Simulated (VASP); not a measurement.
Wanted: the native input for a VASP 6.6.1 run.

- Task: single point
- Functional: PBE
- Potentials or basis: VASP PAW PBE potentials, release 64 (Yb, Fe)
- Cutoff: 520 eV
- k mesh: 8 × 8 × 8
- Occupations: gaussian, width 0.05 eV
- Spin: collinear spin, ferromagnetic start
- Starting moments: [0.0, 2.71, 2.71, 2.71] μB
- Dipole correction: no
- Further INCAR settings: ALGO = Normal; EDIFF = 1e-06; NBANDS = 36

The structure of YbFe3 lies in POSCAR:

```
YbFe3
1.0
    3.8889271443      0.0000000000      0.0000000000
    0.0000000000      3.8889271443      0.0000000000
    0.0000000000      0.0000000000      3.8889271443
Yb Fe
1 3
Direct
    0.0000000000      0.0000000000      0.0000000000
    0.0000000000      0.5000000000      0.5000000000
    0.5000000000      0.5000000000      0.0000000000
    0.5000000000      0.0000000000      0.5000000000
```

One way to write it, as run:

INCAR

```
SYSTEM = YbFe3
PREC = Accurate
ENCUT = 520
EDIFF = 1E-6
ISMEAR = 0
SIGMA = 0.05
LREAL = .FALSE.
LASPH = .TRUE.
NELM = 150
ALGO = Normal
ISIF = 2
LWAVE = .FALSE.
LCHARG = .TRUE.
ISPIN = 2
MAGMOM = 0 2.71 2.71 2.71
LORBIT = 11
LMAXMIX = 6
GGA = PE
LELF = .TRUE.
LVHAR = .TRUE.
NBANDS = 36
```

KPOINTS

```
Automatic mesh
0
G
  8 8 8
  0 0 0
```

Potentials or basis: VASP PAW PBE potentials, release 64 (Yb, Fe).

The run is started by

```bash
$ cat potpaw_PBE.64/Yb/POTCAR potpaw_PBE.64/Fe/POTCAR > POTCAR
$ mpirun -np 1 vasp_std > vasp.out
```

Results of the run:

```
Pressure                                              : 2.4 GPa
Net moment                                            : 7.45 μB per cell
Site moments                                          : Yb +0.28; Fe +2.42 μB
Valence electrons inside the program's atomic spheres : Yb 22.53; Fe 7.05
```

Wall time 3.5 min on 1 thread of Intel(R) Xeon(R) 6975P-C (Granite Rapids), with other jobs on the host, peak memory 0.28 GiB.
